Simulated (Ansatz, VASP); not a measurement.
Na in VASP and in Ansatz

```xyz
2
Lattice="3.7272 0.0000 0.0000 -1.8636 3.2279 0.0000 0.0000 0.0000 6.0430" Properties=species:S:1:pos:R:3 pbc="T T T"
Na    0.0000    0.0000    0.0000
Na    0.0000    2.1519    3.0215
```

Alike in both runs: functional PBEsol; k mesh 12 × 12 × 8; occupations gaussian, width 0.1 eV; no spin polarisation.

Ansatz relaxed the structure, and its values are those at the end. VASP's run is a single point on that final structure, the one shown.

|  | VASP | Ansatz |
| --- | --- | --- |
| version | VASP 6.6.1 | Ansatz 0.2.0 |
| potentials or method | VASP PAW PBE potentials, release 64 (Na_pv), cutoff 520 eV | scalar-relativistic, plane waves, PAW |
| valence electrons in the cell | 14 | 18 |

```csv
,VASP,Ansatz,Ansatz less VASP
gap on the k mesh at the Fermi level (eV),none,none,-
pressure (GPa),0.0,0.0,0.00
```

VASP's potentials were made for PBE, not for PBEsol. A gap of «none» marks a metal or a gap that the smearing closes. The functional is the same, so the differences come from potentials, cutoffs and numerics. VASP's potentials hold 14 valence electrons a cell and Ansatz's 18, so a difference there can come from the potentials and not from the codes.
